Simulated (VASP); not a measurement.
# BiOs (F-43m) in VASP: single point with PBEsol

Aim: the single point of BiOs with PBEsol.

Program: VASP 6.6.1. These are calculated values, not measurements. Logs are shortened: lines on timing, memory, paths and dates and some standing lists are left out, and cuts for length are marked.

## Step 1: The cell of the first run

Symmetry: F-43m, No. 216, cubic system. Conventional cell: a = 6.051 Å, b = 6.051 Å, c = 6.051 Å, α = 90.00°, β = 90.00°, γ = 90.00°. Os (site symmetry -43m) has 4 Bi at 2.62 Å within 3.5 Å. Bi (site symmetry -43m) has 4 Os at 2.62 Å within 3.5 Å.

## Step 2: Single point, PBEsol

File POSCAR:

```
BiOs
1.0
    0.0000000000      3.0253347796      3.0253347796
    3.0253347796      0.0000000000      3.0253347796
    3.0253347796      3.0253347796      0.0000000000
Os Bi
1 1
Direct
    0.0000000000      0.0000000000      0.0000000000
    0.2500000000      0.2500000000      0.2500000000
```

File INCAR.step1:

```
PREC = Accurate
ENCUT = 520
EDIFF = 1E-6
ISMEAR = 0
SIGMA = 0.05
LREAL = F
LASPH = T
NELM = 80
ALGO = Normal
ISIF = 2
LWAVE = F
LCHARG = T
LMAXMIX = 4
GGA = PS
NBANDS = 18
```

File KPOINTS.step1:

```
Automatic mesh
0
Gamma
  10 10 10
```

File INCAR.step2:

```
PREC = Accurate
ENCUT = 520
EDIFF = 1E-6
ISMEAR = -5
SIGMA = 0.05
LREAL = F
LASPH = T
NELM = 80
ALGO = Normal
ISIF = 2
LWAVE = F
LCHARG = F
LMAXMIX = 4
GGA = PS
LORBIT = 11
NBANDS = 18
NEDOS = 1001
ICHARG = 11
```

File KPOINTS.step2:

```
Automatic mesh
0
Gamma
  15 15 15
```

Potentials or basis: VASP PAW PBE potentials, release 64 (Os, Bi_d).

Command:

```console
$ cat potpaw_PBE.64/Os/POTCAR potpaw_PBE.64/Bi_d/POTCAR > POTCAR
$ cp INCAR.step1 INCAR
$ cp KPOINTS.step1 KPOINTS
$ mpirun -np 1 vasp_std > vasp.out
$ cp INCAR.step2 INCAR
$ cp KPOINTS.step2 KPOINTS
$ mpirun -np 1 vasp_std > vasp.out
```

OUTCAR:

```text
PREC = Accurate
   ENCUT = 520
   EDIFF = 1E-6
   ISMEAR = -5
   LREAL = F
   LASPH = T
   NELM = 80
   ISIF = 2
   GGA = PS
   LORBIT = 11
   ICHARG = 11

 ion  position               nearest neighbor table
   1  0.000  0.000  0.000-   2 2.62   2 2.62   2 2.62   2 2.62
   2  0.250  0.250  0.250-   1 2.62   1 2.62   1 2.62   1 2.62

  LATTYP: Found a face centered cubic cell.
 ALAT       =     6.0506695592

  Lattice vectors:

 A1 = (   0.0000000000,   3.0253347796,   3.0253347796)
 A2 = (   3.0253347796,   0.0000000000,   3.0253347796)
 A3 = (   3.0253347796,   3.0253347796,   0.0000000000)

Analysis of symmetry for initial positions (statically):
=====================================================================
 Subroutine PRICEL returns:
 Original cell was already a primitive cell.

 Routine SETGRP: Setting up the symmetry group for a
 face centered cubic supercell.

 Subroutine GETGRP returns: Found 24 space group operations
 (whereof 24 operations were pure point group operations)
 out of a pool of 48 trial point group operations.

The static configuration has the point symmetry T_d .

Analysis of symmetry for dynamics (positions and initial velocities):
=====================================================================
 Subroutine PRICEL returns:
 Original cell was already a primitive cell.

 Routine SETGRP: Setting up the symmetry group for a
 face centered cubic supercell.

 Subroutine GETGRP returns: Found 24 space group operations
 (whereof 24 operations were pure point group operations)
 out of a pool of 48 trial point group operations.

The dynamic configuration has the point symmetry T_d .

 Subroutine INISYM returns: Found 24 space group operations
 (whereof 24 operations are pure point group operations),
 and found     1 'primitive' translations

----------------------------------------------------------------------------------------

                                     Primitive cell

  volume of cell :      55.3797

  direct lattice vectors                    reciprocal lattice vectors
     0.000000000  3.025334780  3.025334780    -0.165270966  0.165270966  0.165270966
     3.025334780  0.000000000  3.025334780     0.165270966 -0.165270966  0.165270966
     3.025334780  3.025334780  0.000000000     0.165270966  0.165270966 -0.165270966

  length of vectors
     4.278469476  4.278469476  4.278469476     0.286257709  0.286257709  0.286257709

  position of ions in fractional coordinates (direct lattice)
     0.000000000  0.000000000  0.000000000
     0.250000000  0.250000000  0.250000000

  ion indices of the primitive-cell ions
   primitive index   ion index
                 1           1
                 2           2

----------------------------------------------------------------------------------------

 KPOINTS: Automatic mesh

Automatic generation of k-mesh.
 Grid dimensions read from file:
 generate k-points for:   15   15   15

 Generating k-lattice:

  Cartesian coordinates                     Fractional coordinates (reciprocal lattice)
    -0.011018064  0.011018064  0.011018064     0.066666667  0.000000000  0.000000000
     0.011018064 -0.011018064  0.011018064     0.000000000  0.066666667  0.000000000
     0.011018064  0.011018064 -0.011018064     0.000000000  0.000000000  0.066666667

  Length of vectors
     0.019083847  0.019083847  0.019083847

  Shift w.r.t. Gamma in fractional coordinates (k-lattice)
     0.000000000  0.000000000  0.000000000

 TETIRR: Found    484 inequivalent tetrahedra from    20250

 Subroutine IBZKPT returns following result:
 ===========================================

 Found    120 irreducible k-points:

 Following reciprocal coordinates:
            Coordinates               Weight
  0.000000  0.000000  0.000000      1.000000
  0.066667  0.000000  0.000000      8.000000
  0.133333  0.000000  0.000000      8.000000
  0.200000  0.000000  0.000000      8.000000
  0.266667  0.000000  0.000000      8.000000
  0.333333  0.000000  0.000000      8.000000
[... 16 lines left out ...]
  0.133333  0.133333  0.000000      6.000000
  0.200000  0.133333  0.000000     24.000000
 [... further k-points ...]
   k-points           NKPTS =    120   k-points in BZ     NKDIM =    120   number of bands    NBANDS=     18
   number of dos      NEDOS =   1001   number of ions     NIONS =      2
   total plane-waves  NPLWV =  32768
   dimension x,y,z NGX =    32 NGY =   32 NGZ =   32
   dimension x,y,z NGXF=    64 NGYF=   64 NGZF=   64
   ions per type =               1   1
   NGX,Y,Z   is equivalent  to a cutoff of  12.43, 12.43, 12.43 a.u.
   NGXF,Y,Z  is equivalent  to a cutoff of  24.87, 24.87, 24.87 a.u.
 SYSTEM =  unknown system
   PREC   = accura    normal or accurate (medium, high low for compatibility)
   ISTART =      0    job   : 0-new  1-cont  2-samecut
   ICHARG =     11    charge: 1-file 2-atom 10-const
   ISPIN  =      1    spin polarized calculation?
   LNONCOLLINEAR =      F non collinear calculations
   LSORBIT =      F    spin-orbit coupling
   LASPH  =      T    aspherical Exc in radial PAW
   ENCUT  =  520.0 eV  38.22 Ry    6.18 a.u.   7.96  7.96  7.96*2*pi/ulx,y,z
   NELM   =     80;   NELMIN=  2; NELMDL=  0     # of ELM steps
   EDIFF  = 0.1E-05   stopping-criterion for ELM
   LREAL  =      F    real-space projection
   EDIFFG = 0.1E-04   stopping-criterion for IOM
   NSW    =      0    number of steps for IOM
   IBRION =     -1    ionic relax: 0-MD 1-quasi-New 2-CG
   NFREE  =      0    steps in history (QN), initial steepest desc. (CG)
   ISIF   =      2    stress and relaxation
   ISYM   =      2    0-nonsym 1-usesym 2-fastsym
   POTIM  = 0.5000    time-step for ionic-motion
   TEBEG  =    0.0;   TEEND  =   0.0 temperature during run
   PSTRESS=    0.0 pullay stress
   NELECT =      23.0000    total number of electrons
   NUPDOWN=      -1.0000    fix difference up-down
   EMIN   =  10.00;   EMAX   =-10.00  energy-range for DOS
   EFERMI =   0.00;   METHOD = LEGACY
   ISMEAR =    -5;   SIGMA  =   0.05  broadening in eV -4-tet -1-fermi 0-gaus
   EFERMI_NEDOS =   21; number of points for ismear=-14 and -15
   IALGO  =     38    algorithm
   IMIX   =      4    mixing-type and parameters
     AMIX     =   0.40;   BMIX     =  1.00
     AMIX_MAG =   1.60;   BMIX_MAG =  1.00
  volume/ion in A,a.u.               =      27.69       186.86
  Fermi-wavevector in a.u.,A,eV,Ry     =   1.221426  2.308161 20.298296  1.491883
  Thomas-Fermi vector in A             =   2.356609
   LORBIT       =     11    0 simple, 1 ext, 2 COOP (PROOUT), +10 PAW based schemes
   GGA     = PS    functional components
   LHFCALC =     F    Hartree Fock is set to
   AEXX    =    0.0000 exact exchange contribution
   IVDW    =     0    specifies the selected vdW correction
   LEPSILON=     F    determine dielectric tensor
   LRPA    =     F    only Hartree local field effects (RPA)
 non-spin polarized calculation
 Fermi weights with tetrahedron method with Bloechl corrections
  energy-cutoff  :      520.00
  volume of cell :       55.38
 maximum number of plane-waves:      1516

 number of electron      22.9999996 magnetization

 Free energy of the ion-electron system (eV)
  ---------------------------------------------------
  ext. energy  EPLUGINS =         0.00000000
  ---------------------------------------------------
  free energy    TOTEN  =       -13.33711304 eV

  energy without entropy =      -13.33711304  energy(sigma->0) =      -13.33711304

 E-fermi :   4.9500     XC(G=0): -10.3378

 val. band max:        4.9349818265   @ k =  -0.3333   0.2667   0.0667
 cond. band min:       4.9855577725   @ k =   0.4667   0.2667   0.0667
 fundamental gap:      0.0505759460
 Fermi energy:         4.9499775664

 k-point     1 :       0.0000    0.0000    0.0000
  band No.  band energies     occupation
      1     -17.1791      2.00000
      2     -17.1791      2.00000
      3     -17.1791      2.00000
      4     -17.1283      2.00000
      5     -17.1283      2.00000
      6      -6.9145      2.00000
[... 10 lines left out ...]
     17      12.2340      0.00000
     18      12.2340      0.00000

 k-point     2 :       0.0667    0.0000    0.0000
  band No.  band energies     occupation
      1     -17.1800      2.00000
      2     -17.1792      2.00000
      3     -17.1792      2.00000
      4     -17.1280      2.00000
      5     -17.1280      2.00000
      6      -6.8768      2.00000
[... 10 lines left out ...]
     17      12.4156      0.00000
     18      12.4156      0.00000

 k-point     3 :       0.1333    0.0000    0.0000
  band No.  band energies     occupation
      1     -17.1824      2.00000
      2     -17.1792      2.00000
      3     -17.1792      2.00000
      4     -17.1270      2.00000
      5     -17.1270      2.00000
      6      -6.7675      2.00000
[... 10 lines left out ...]
     17      12.7910      0.00000
     18      12.7910      0.00000

 k-point     4 :       0.2000    0.0000    0.0000
  band No.  band energies     occupation
      1     -17.1860      2.00000
      2     -17.1792      2.00000
      3     -17.1792      2.00000
      4     -17.1257      2.00000
      5     -17.1257      2.00000
      6      -6.5987      2.00000
[... 375 lines left out ...]
      4     -17.1277      2.00000
      5     -17.1271      2.00000
      6      -6.8152      2.00000
[... 10 lines left out ...]
     17      12.4110      0.00000
     18      12.8883      0.00000

 k-point    23 :       0.1333    0.1333    0.0000
  band No.  band energies     occupation
      1     -17.1855      2.00000
      2     -17.1782      2.00000
      3     -17.1782      2.00000
      4     -17.1279      2.00000
      5     -17.1253      2.00000
      6      -6.7180      2.00000
[... 10 lines left out ...]
     17      13.5001      0.00000
     18      13.5001      0.00000

 k-point    24 :       0.2000    0.1333    0.0000
  band No.  band energies     occupation
      1     -17.1884      2.00000
      2     -17.1782      2.00000
      3     -17.1778      2.00000
      4     -17.1276      2.00000
      5     -17.1237      2.00000
      6      -6.5922      2.00000
[... 10 lines left out ...]
     17      13.5437      0.00000
     18      13.8933      0.00000

 [... further k-points ...]

------------------------ aborting loop because EDIFF is reached ----------------------------------------

  FORCE on cell =-STRESS in cart. coord.  units (eV):
  Direction    XX          YY          ZZ          XY          YZ          ZX
  --------------------------------------------------------------------------------------
  -------------------------------------------------------------------------------------
  Total        0.1049770      0.1049770      0.1049770     -0.0000000     -0.0000000     -0.0000000
  in kB        3.0370672      3.0370672      3.0370672     -0.0000000     -0.0000000     -0.0000000
  external PRESSURE =       3.0370672 kB  Pullay stress =       0.0000000 kB

 VOLUME and BASIS-vectors are now :
 -----------------------------------------------------------------------------
  energy-cutoff  :      520.00
  volume of cell :       55.38
      direct lattice vectors                 reciprocal lattice vectors
     0.000000000  3.025334780  3.025334780    -0.165270966  0.165270966  0.165270966
     3.025334780  0.000000000  3.025334780     0.165270966 -0.165270966  0.165270966
     3.025334780  3.025334780  0.000000000     0.165270966  0.165270966 -0.165270966

 POSITION                                       TOTAL-FORCE (eV/Angst)
 -----------------------------------------------------------------------------------
      0.00000      0.00000      0.00000         0.000000      0.000000      0.000000
      1.51267      1.51267      1.51267        -0.000000     -0.000000     -0.000000
 -----------------------------------------------------------------------------------
    total drift:                                0.000000      0.000000      0.000000

  FREE ENERGIE OF THE ION-ELECTRON SYSTEM (eV)
  ---------------------------------------------------
  free  energy   TOTEN  =       -13.3371130423 eV

  energy  without entropy=      -13.3371130423  energy(sigma->0) =      -13.33711304

 total charge

# of ion       s       p       d       tot
------------------------------------------
    1        0.585   0.302   6.252   7.138
    2        1.416   1.594  10.010  13.021
--------------------------------------------------
tot          2.002   1.896  16.262  20.159
```

Run time: 3.3 min. Hardware: 1 thread of Intel Xeon 8259CL, shared host; peak memory 0.23 GiB.

What came out:

```yaml
Valence_electrons_inside_the_program's_atomic_spheres: Os 7.14; Bi 13.02
```

Caveat: the PAW data sets were made with another functional, which shifts forces and pressure a little; spin-orbit coupling is left out, which moves the levels of the heavy elements.
